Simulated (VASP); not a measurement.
Input of a VASP 6.6.1 run:

The input INCAR:

```
SYSTEM = Au
PREC     = Accurate       ! precision mode
ENCUT    = 520            ! plane-wave cutoff, eV
EDIFF    = 1E-6           ! SCF threshold, eV
ISMEAR   = 0              ! smearing method
SIGMA    = 0.1            ! smearing width, eV
LREAL    = .False.        ! projectors in reciprocal space
LASPH    = .True.         ! aspherical terms in the spheres
NELM     = 100            ! most SCF steps
ALGO     = Fast           ! electronic algorithm
ISIF     = 2              ! what is computed and relaxed
LWAVE    = .False.        ! write WAVECAR
LCHARG   = .False.        ! write CHGCAR
GGA      = PS             ! functional
NBANDS   = 18             ! bands
```

File KPOINTS:

```
regular mesh
0
Gamma
  18 18 14
  0 0 0
```

Contents of POSCAR:

```
Au
1.0
    2.0622987345      2.0622987345      0.0000000000
   -2.0622987345      2.0622987345      0.0000000000
    0.0000000000      0.0000000000      4.0071134115
Au
2
Direct
    0.0000000000      0.0000000000      0.0000000000
    0.5000000000      0.5000000000      0.5000000000
```

Potentials or basis: VASP PAW PBE potentials, release 64 (Au).

Command:

```sh
$ cat potpaw_PBE.64/Au/POTCAR > POTCAR
$ mpirun -np 1 vasp_std > vasp.out
```

Question: Estimate the band gap on the k mesh.

Answer: Zero (band 11 reaches 13.75 eV, above the bottom of band 12 at 6.60 eV).

Question: Estimate the pressure.

Answer: -0.5 GPa.

Stress tensor (GPa, compression positive):
```
-0.61  0.00  0.00
 0.00 -0.61  0.00
 0.00  0.00 -0.21
```

Caveat: the cell differs from its parent crystal (biaxial strain in the a-b plane: +1.0 %, then relaxed in part); the PAW data sets were made with another functional, which shifts forces and pressure a little; spin-orbit coupling is left out, which moves the levels of the heavy elements.
